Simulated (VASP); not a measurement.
Here is a VASP 6.6.1 calculation.

File INCAR:

```
PREC = Accurate
ENCUT = 520
EDIFF = 1E-6
ISMEAR = 0
SIGMA = 0.1
LREAL = F
LASPH = T
NELM = 60
ALGO = Normal
ISIF = 2
LWAVE = F
LCHARG = T
GGA = PE
LELF = T
LVHAR = T
NBANDS = 17
```

The input KPOINTS:

```
regular mesh
0
Gamma
  4 4 4
```

Contents of POSCAR:

```
BeCl
1.0
    3.8588140000      0.0000000000      0.0000000000
    0.0000000000      3.8588140000      0.0000000000
    0.0000000000      0.0000000000      5.0747792200
Be Cl
2 2
Direct
    0.5000000000      0.0000000000      0.2259747800
    0.0000000000      0.5000000000      0.7740252200
    0.5000000000      0.5000000000      0.0000000000
    0.0000000000      0.0000000000      0.0000000000
```

Potentials or basis: VASP PAW PBE potentials, release 64 (Be, Cl).

Command:

```sh
$ cat potpaw_PBE.64/Be/POTCAR potpaw_PBE.64/Cl/POTCAR > POTCAR
$ mpirun -np 1 vasp_std > vasp.out
```

(1) What does it give for the pressure?

(2) What does it give for the band gap on the k mesh?

(3) Predict the largest force.

Results:

(1) 7.3 GPa.

(2) zero (band 9 reaches 4.90 eV, above the bottom of band 10 at 3.86 eV).

(3) 0.085 eV/Å.

Caveat: the k points lie up to 0.41 Å⁻¹ apart.
